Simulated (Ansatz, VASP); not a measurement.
## Two plane-wave programs on SrO

```
CELL_PARAMETERS angstrom
0.00000 2.62862 2.62862
2.62862 0.00000 2.62862
2.62862 2.62862 0.00000
ATOMIC_POSITIONS crystal
Sr 0.00000 0.00000 0.00000
O 0.50000 0.50000 0.50000
```

Alike in both runs: task relaxation of cell and atoms; functional RPBE; k mesh 8 × 8 × 8; no spin polarisation.

|  | VASP | Ansatz |
| --- | --- | --- |
| version | VASP 6.6.1 | Ansatz 0.2.0 |
| potentials or method | VASP PAW PBE potentials, release 64 (Sr_sv, O), cutoff 600 eV | scalar-relativistic, plane waves, PAW |
| occupations | gaussian, width 0.01 eV | fixed |
| valence electrons in the cell | 16 | 16 |

Ansatz gave:

| Item | Value |
| --- | --- |
| gap on the k mesh at the Fermi level, each at its own relaxed structure (eV) | 3.45 |
| relaxed volume (Å³/atom) | 18.16 |
| relaxed cell length with the largest relative difference (Å) | 3.717 |

Estimate VASP's values.

gap on the k mesh at the Fermi level, each at its own relaxed structure (eV): 3.41; relaxed volume (Å³/atom): 18.25; relaxed cell length with the largest relative difference (Å): 3.723.

VASP's potentials were made for PBE, not for RPBE.
